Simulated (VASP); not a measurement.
A run of VASP 6.6.1:

The input INCAR:

```
SYSTEM = CrBrCl
PREC     = Accurate       ! precision mode
ENCUT    = 520            ! plane-wave cutoff, eV
EDIFF    = 1E-6           ! SCF threshold, eV
ISMEAR   = 0              ! smearing method
SIGMA    = 0.1            ! smearing width, eV
LREAL    = .False.        ! projectors in reciprocal space
LASPH    = .True.         ! aspherical terms in the spheres
NELM     = 150            ! most SCF steps
ALGO     = Normal         ! electronic algorithm
ISIF     = 2              ! what is computed and relaxed
LWAVE    = .False.        ! write WAVECAR
LCHARG   = .False.        ! write CHGCAR
ISPIN    = 2              ! spin polarisation
MAGMOM   = 3 0 0          ! initial moments
LORBIT   = 11             ! projections on sites
LMAXMIX  = 4              ! l up to which the mixer works
LDIPOL   = .True.       
IDIPOL   = 3            
DIPOL    = 0.5 0.5 0.498
GGA      = PE             ! functional
NBANDS   = 24             ! bands
```

The input KPOINTS:

```
Automatic mesh
0
Gamma
  6 6 1
  0 0 0
```

POSCAR

```
CrBrCl
1.0
    3.6875736600      0.0000000000      0.0000000000
   -1.8437868300      3.1935320500      0.0000000000
    0.0000000000      0.0000000000     18.0000000000
Cr Br Cl
1 1 1
Direct
    0.0000000000      0.0000000000      0.4940000000
    0.3333333300      0.6666666700      0.5847324800
    0.6666666700      0.3333333300      0.4152675200
```

Potentials or basis: VASP PAW PBE potentials, release 64 (Cr_pv, Br, Cl).

Run with:

```console
$ cat potpaw_PBE.64/Cr_pv/POTCAR potpaw_PBE.64/Br/POTCAR potpaw_PBE.64/Cl/POTCAR > POTCAR
$ mpirun -np 1 vasp_std > vasp.out
```

Hardware: 1 thread of AMD EPYC 9R45 96-Core Processor (Zen 5), with other jobs on the host.

Question: How long does it take, and how much memory?

Answer: Wall time 110 s on 1 thread of AMD EPYC 9R45 96-Core Processor (Zen 5), with other jobs on the host, peak memory 0.36 GiB. Counts: scf iterations 25, k points 7.
